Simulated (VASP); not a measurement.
# ZnPdC4N4 (P4/mmm) in VASP: single point with PBE

Aim: the single point of ZnPdC4N4 with PBE.

All numbers are computed with VASP 6.6.1; they aren't measurements. Logs are shortened: lines on timing, memory, paths and dates and some standing lists are left out, and cuts for length are marked.

**1. The cell of the first run**

It takes space group P4/mmm (No. 123, tetragonal). The conventional cell has a = 7.234 Å, b = 7.234 Å, c = 3.690 Å, α = 90.00°, β = 90.00°, γ = 90.00°. Within 2.7 Å of Zn (site symmetry 4/mmm) lie 4 N at 2.01 Å. Within 2.6 Å of Pd (site symmetry 4/mmm) lie 4 C at 1.94 Å. Within 1.6 Å of C (site symmetry m2m) lie 1 N at 1.17 Å. Within 1.6 Å of N (site symmetry m2m) lie 1 C at 1.17 Å.

**2. Single point, PBE**

INCAR reads:

```
SYSTEM = ZnPdC4N4
PREC     = Accurate       ! precision mode
ENCUT    = 700            ! plane-wave cutoff, eV
EDIFF    = 1E-6           ! SCF threshold, eV
ISMEAR   = 0              ! smearing method
SIGMA    = 0.1            ! smearing width, eV
LREAL    = .FALSE.        ! projectors in reciprocal space
LASPH    = .TRUE.         ! aspherical terms in the spheres
NELM     = 120            ! most SCF steps
ALGO     = Normal         ! electronic algorithm
ISIF     = 2              ! what is computed and relaxed
LWAVE    = .FALSE.        ! write WAVECAR
LCHARG   = .FALSE.        ! write CHGCAR
GGA      = PE             ! functional
NBANDS   = 44             ! bands
GGA_COMPAT= .FALSE.
```

KPOINTS reads:

```
regular mesh
0
G
  4 4 6
  0 0 0
```

POSCAR reads:

```
ZnPdC4N4
1.0
    7.2344094800      0.0000000000      0.0000000000
    0.0000000000      7.2344094800      0.0000000000
    0.0000000000      0.0000000000      3.6896310100
Zn Pd C N
1 1 4 4
Direct
    0.5000000000      0.5000000000      0.0000000000
    0.0000000000      0.0000000000      0.0000000000
    0.1894243000      0.8105757000      0.0000000000
    0.8105757000      0.1894243000      0.0000000000
    0.1894243000      0.1894243000      0.0000000000
    0.8105757000      0.8105757000      0.0000000000
    0.3037826200      0.6962173800      0.0000000000
    0.6962173800      0.3037826200      0.0000000000
    0.3037826200      0.3037826200      0.0000000000
    0.6962173800      0.6962173800      0.0000000000
```

Potentials or basis: VASP PAW PBE potentials, release 64 (Zn, Pd_sv_GW, C, N).

Launch:

```sh
cat potpaw_PBE.64/Zn/POTCAR potpaw_PBE.64/Pd_sv_GW/POTCAR potpaw_PBE.64/C/POTCAR potpaw_PBE.64/N/POTCAR > POTCAR
mpirun -np 1 vasp_std > vasp.out
```

OUTCAR:

```text
SYSTEM = ZnPdC4N4
   PREC = Accurate
   ENCUT = 700
   EDIFF = 1E-6
   ISMEAR = 0
   LREAL = .FALSE.
   LASPH = .TRUE.
   NELM = 120
   ISIF = 2
   GGA = PE

 ion  position               nearest neighbor table
   1  0.500  0.500  0.000-   7 2.01   8 2.01   9 2.01  10 2.01
   2  0.000  0.000  0.000-   3 1.94   4 1.94   5 1.94   6 1.94
   3  0.189  0.811  0.000-   7 1.17   2 1.94
   4  0.811  0.189  0.000-   8 1.17   2 1.94
   5  0.189  0.189  0.000-   9 1.17   2 1.94
   6  0.811  0.811  0.000-  10 1.17   2 1.94
   7  0.304  0.696  0.000-   3 1.17   1 2.01
   8  0.696  0.304  0.000-   4 1.17   1 2.01
   9  0.304  0.304  0.000-   5 1.17   1 2.01
  10  0.696  0.696  0.000-   6 1.17   1 2.01

  LATTYP: Found a simple tetragonal cell.
 ALAT       =     7.2344094800
 C/A-ratio  =     0.5100113589

  Lattice vectors:

 A1 = (   7.2344094800,   0.0000000000,   0.0000000000)
 A2 = (   0.0000000000,   7.2344094800,   0.0000000000)
 A3 = (   0.0000000000,   0.0000000000,   3.6896310100)

Analysis of symmetry for initial positions (statically):
=====================================================================
 Subroutine PRICEL returns:
 Original cell was already a primitive cell.

 Routine SETGRP: Setting up the symmetry group for a
 simple tetragonal supercell.

 Subroutine GETGRP returns: Found 16 space group operations
 (whereof 16 operations were pure point group operations)
 out of a pool of 16 trial point group operations.

The static configuration has the point symmetry D_4h.

Analysis of symmetry for dynamics (positions and initial velocities):
=====================================================================
 Subroutine PRICEL returns:
 Original cell was already a primitive cell.

 Routine SETGRP: Setting up the symmetry group for a
 simple tetragonal supercell.

 Subroutine GETGRP returns: Found 16 space group operations
 (whereof 16 operations were pure point group operations)
 out of a pool of 16 trial point group operations.

The dynamic configuration has the point symmetry D_4h.

 Subroutine INISYM returns: Found 16 space group operations
 (whereof 16 operations are pure point group operations),
 and found     1 'primitive' translations

----------------------------------------------------------------------------------------

                                     Primitive cell

  volume of cell :     193.1030

  direct lattice vectors                    reciprocal lattice vectors
     7.234409480  0.000000000  0.000000000     0.138228283  0.000000000  0.000000000
     0.000000000  7.234409480  0.000000000     0.000000000  0.138228283  0.000000000
     0.000000000  0.000000000  3.689631010     0.000000000  0.000000000  0.271029812

  length of vectors
     7.234409480  7.234409480  3.689631010     0.138228283  0.138228283  0.271029812

  position of ions in fractional coordinates (direct lattice)
     0.500000000  0.500000000  0.000000000
     0.000000000  0.000000000  0.000000000
     0.189424300  0.810575700  0.000000000
     0.810575700  0.189424300  0.000000000
     0.189424300  0.189424300  0.000000000
     0.810575700  0.810575700  0.000000000
     0.303782620  0.696217380  0.000000000
     0.696217380  0.303782620  0.000000000
     0.303782620  0.303782620  0.000000000
     0.696217380  0.696217380  0.000000000

  ion indices of the primitive-cell ions
   primitive index   ion index
                 1           1
                 2           2
                 3           3
                 4           4
                 5           5
                 6           6
                 7           7
                 8           8
                 9           9
                10          10

----------------------------------------------------------------------------------------

 KPOINTS: regular mesh

Automatic generation of k-mesh.
 Grid dimensions read from file:
 generate k-points for:    4    4    6

 Generating k-lattice:

  Cartesian coordinates                     Fractional coordinates (reciprocal lattice)
     0.034557071  0.000000000  0.000000000     0.250000000  0.000000000  0.000000000
     0.000000000  0.034557071  0.000000000     0.000000000  0.250000000  0.000000000
     0.000000000  0.000000000  0.045171635     0.000000000  0.000000000  0.166666667

  Length of vectors
     0.034557071  0.034557071  0.045171635

  Shift w.r.t. Gamma in fractional coordinates (k-lattice)
     0.000000000  0.000000000  0.000000000

 Subroutine IBZKPT returns following result:
 ===========================================

 Found     24 irreducible k-points:

 Following reciprocal coordinates:
            Coordinates               Weight
  0.000000  0.000000  0.000000      1.000000
  0.250000  0.000000  0.000000      4.000000
  0.500000  0.000000  0.000000      2.000000
  0.250000  0.250000  0.000000      4.000000
  0.500000  0.250000  0.000000      4.000000
  0.500000  0.500000  0.000000      1.000000
[... 16 lines left out ...]
  0.500000  0.250000  0.500000      4.000000
  0.500000  0.500000  0.500000      1.000000
   k-points           NKPTS =     24   k-points in BZ     NKDIM =     24   number of bands    NBANDS=     44
   number of dos      NEDOS =    301   number of ions     NIONS =     10
   total plane-waves  NPLWV = 131072
   dimension x,y,z NGX =    64 NGY =   64 NGZ =   32
   dimension x,y,z NGXF=   128 NGYF=  128 NGZF=   64
   ions per type =               1   1   4   4
   NGX,Y,Z   is equivalent  to a cutoff of  14.71, 14.71, 14.42 a.u.
   NGXF,Y,Z  is equivalent  to a cutoff of  29.41, 29.41, 28.84 a.u.
 SYSTEM =  ZnPdC4N4
   PREC   = accura    normal or accurate (medium, high low for compatibility)
   ISTART =      0    job   : 0-new  1-cont  2-samecut
   ICHARG =      2    charge: 1-file 2-atom 10-const
   ISPIN  =      1    spin polarized calculation?
   LNONCOLLINEAR =      F non collinear calculations
   LSORBIT =      F    spin-orbit coupling
   LASPH  =      T    aspherical Exc in radial PAW
   ENCUT  =  700.0 eV  51.45 Ry    7.17 a.u.  15.61 15.61  7.96*2*pi/ulx,y,z
   NELM   =    120;   NELMIN=  2; NELMDL= -5     # of ELM steps
   EDIFF  = 0.1E-05   stopping-criterion for ELM
   LREAL  =      F    real-space projection
   EDIFFG = 0.1E-04   stopping-criterion for IOM
   NSW    =      0    number of steps for IOM
   IBRION =     -1    ionic relax: 0-MD 1-quasi-New 2-CG
   NFREE  =      0    steps in history (QN), initial steepest desc. (CG)
   ISIF   =      2    stress and relaxation
   ISYM   =      2    0-nonsym 1-usesym 2-fastsym
   POTIM  = 0.5000    time-step for ionic-motion
   TEBEG  =    0.0;   TEEND  =   0.0 temperature during run
   PSTRESS=    0.0 pullay stress
   NELECT =      66.0000    total number of electrons
   NUPDOWN=      -1.0000    fix difference up-down
   EMIN   =  10.00;   EMAX   =-10.00  energy-range for DOS
   EFERMI =   0.00;   METHOD = LEGACY
   ISMEAR =     0;   SIGMA  =   0.10  broadening in eV -4-tet -1-fermi 0-gaus
   EFERMI_NEDOS =   21; number of points for ismear=-14 and -15
   IALGO  =     38    algorithm
   IMIX   =      4    mixing-type and parameters
     AMIX     =   0.40;   BMIX     =  1.00
     AMIX_MAG =   1.60;   BMIX_MAG =  1.00
  volume/ion in A,a.u.               =      19.31       130.31
  Fermi-wavevector in a.u.,A,eV,Ry     =   1.144616  2.163010 17.825612  1.310146
  Thomas-Fermi vector in A             =   2.281307
   LORBIT       =      0    0 simple, 1 ext, 2 COOP (PROOUT), +10 PAW based schemes
   GGA     = PE    functional components
   LHFCALC =     F    Hartree Fock is set to
   AEXX    =    0.0000 exact exchange contribution
   IVDW    =     0    specifies the selected vdW correction
   LEPSILON=     F    determine dielectric tensor
   LRPA    =     F    only Hartree local field effects (RPA)
 non-spin polarized calculation
 Gauss-broadening in eV      SIGMA  =   0.10
  energy-cutoff  :      700.00
  volume of cell :      193.10
 maximum number of plane-waves:      8164
 NGX is ok and might be reduce to    64
   NGX = 31   NGY = 31   NGZ = 15

 number of electron      65.9999994 magnetization

 Free energy of the ion-electron system (eV)
  ---------------------------------------------------
  ext. energy  EPLUGINS =         0.00000000
  ---------------------------------------------------
  free energy    TOTEN  =       -72.00307083 eV

  energy without entropy =      -72.00307083  energy(sigma->0) =      -72.00307083

 E-fermi :  -1.2342     XC(G=0):  -7.4649

 val. band max:       -1.7239637698   @ k =   0.5000   0.5000   0.5000
 cond. band min:       0.0716602171   @ k =   0.0000   0.0000   0.5000
 fundamental gap:      1.7956239869
 Fermi energy:        -1.2342256754

 k-point     1 :       0.0000    0.0000    0.0000
  band No.  band energies     occupation
      1     -86.0327      2.00000
      2     -52.0479      2.00000
      3     -52.0479      2.00000
      4     -51.1118      2.00000
      5     -18.4726      2.00000
      6     -18.2913      2.00000
[... 36 lines left out ...]
     43       5.0349      0.00000
     44       6.1279      0.00000

 k-point     2 :       0.2500    0.0000    0.0000
  band No.  band energies     occupation
      1     -86.0327      2.00000
      2     -52.0479      2.00000
      3     -52.0479      2.00000
      4     -51.1118      2.00000
      5     -18.4518      2.00000
      6     -18.3140      2.00000
[... 36 lines left out ...]
     43       5.1528      0.00000
     44       5.7698      0.00000

 k-point     3 :       0.5000    0.0000    0.0000
  band No.  band energies     occupation
      1     -86.0327      2.00000
      2     -52.0479      2.00000
      3     -52.0479      2.00000
      4     -51.1118      2.00000
      5     -18.4195      2.00000
      6     -18.3482      2.00000
[... 36 lines left out ...]
     43       5.2905      0.00000
     44       5.5695      0.00000

 k-point     4 :       0.2500    0.2500    0.0000
  band No.  band energies     occupation
      1     -86.0327      2.00000
      2     -52.0479      2.00000
      3     -52.0479      2.00000
      4     -51.1118      2.00000
      5     -18.4341      2.00000
      6     -18.3102      2.00000
[... 882 lines left out ...]
     43       5.5990      0.00000
     44       5.6835      0.00000

 k-point    23 :       0.5000    0.2500    0.5000
  band No.  band energies     occupation
      1     -86.0326      2.00000
      2     -52.0476      2.00000
      3     -52.0476      2.00000
      4     -51.1166      2.00000
      5     -18.3449      2.00000
      6     -18.2692      2.00000
[... 36 lines left out ...]
     43       5.6134      0.00000
     44       5.7923      0.00000

 k-point    24 :       0.5000    0.5000    0.5000
  band No.  band energies     occupation
      1     -86.0326      2.00000
      2     -52.0476      2.00000
      3     -52.0476      2.00000
      4     -51.1166      2.00000
      5     -18.3333      2.00000
      6     -18.2347      2.00000
[... 36 lines left out ...]
     43       5.7697      0.00000
     44       5.9372      0.00000

------------------------ aborting loop because EDIFF is reached ----------------------------------------

  FORCE on cell =-STRESS in cart. coord.  units (eV):
  Direction    XX          YY          ZZ          XY          YZ          ZX
  --------------------------------------------------------------------------------------
  -------------------------------------------------------------------------------------
  Total        3.6885050      3.6885050      1.0524033      0.0000000      0.0000000     -0.0000000
  in kB       30.6035530     30.6035530      8.7317979      0.0000000      0.0000000     -0.0000000
  external PRESSURE =      23.3129679 kB  Pullay stress =       0.0000000 kB

 VOLUME and BASIS-vectors are now :
 -----------------------------------------------------------------------------
  energy-cutoff  :      700.00
  volume of cell :      193.10
      direct lattice vectors                 reciprocal lattice vectors
     7.234409480  0.000000000  0.000000000     0.138228283  0.000000000  0.000000000
     0.000000000  7.234409480  0.000000000     0.000000000  0.138228283  0.000000000
     0.000000000  0.000000000  3.689631010     0.000000000  0.000000000  0.271029812

 POSITION                                       TOTAL-FORCE (eV/Angst)
 -----------------------------------------------------------------------------------
      3.61720      3.61720      0.00000        -0.000000      0.000000     -0.000000
      0.00000      0.00000      0.00000        -0.000000      0.000000     -0.000000
      1.37037      5.86404      0.00000         0.779980     -0.779980     -0.000000
      5.86404      1.37037      0.00000        -0.779980      0.779980      0.000000
      1.37037      1.37037      0.00000         0.779980      0.779980     -0.000000
      5.86404      5.86404      0.00000        -0.779980     -0.779980      0.000000
      2.19769      5.03672      0.00000        -0.294017      0.294017      0.000000
      5.03672      2.19769      0.00000         0.294017     -0.294017     -0.000000
      2.19769      2.19769      0.00000        -0.294017     -0.294017      0.000000
      5.03672      5.03672      0.00000         0.294017      0.294017     -0.000000
 -----------------------------------------------------------------------------------
    total drift:                                0.000000     -0.000000     -0.000000

  FREE ENERGIE OF THE ION-ELECTRON SYSTEM (eV)
  ---------------------------------------------------
  free  energy   TOTEN  =       -72.0030708289 eV

  energy  without entropy=      -72.0030708289  energy(sigma->0) =      -72.00307083
```

It took 8.1 min on 1 thread of Intel Xeon Platinum 8259CL at 2.50GHz (Skylake/Cascade Lake), shared host; peak memory 0.59 GiB.

Results:

| Property | Result |
| --- | --- |
| Free energy | -72.0031 eV |
| Pressure | 2.3 GPa |
| Largest force | 1.103 eV/Å |
| Band gap on the k mesh | 1.80 eV (least direct gap 1.94 eV) |

Forces in eV/Å, atoms in the order of the input:
```
Zn   0.000  0.000  0.000
Pd   0.000  0.000  0.000
C    0.780 -0.780  0.000
C   -0.780  0.780  0.000
C    0.780  0.780  0.000
C   -0.780 -0.780  0.000
N   -0.294  0.294  0.000
N    0.294 -0.294  0.000
N   -0.294 -0.294  0.000
N    0.294  0.294  0.000
```

Levels at points of the mesh, in eV from the valence-band top:
```tsv
k point	band 31	band 32	band 33	band 34	band 35	band 36
(0.00, 0.00, 0.00)	-1.54	-1.08	-1.08	4.41	4.69	5.03
(0.50, 0.00, 0.00)	-1.28	-1.06	-1.01	4.50	4.99	5.07
(0.50, 0.50, 0.00)	-1.10	-1.08	-1.08	3.87	5.20	5.51
(0.00, 0.00, 0.50)	-1.43	-1.43	-0.14	1.80	5.00	5.28
(0.50, 0.00, 0.50)	-1.35	-0.92	-0.10	2.84	3.34	4.83
(0.50, 0.50, 0.50)	-1.43	-1.06	0.00	3.00	3.10	4.53
```

Caveat: forces of over 1 eV/Å act on the atoms, so gaps and moduli don't describe the material at rest. A k mesh can miss the band edges.
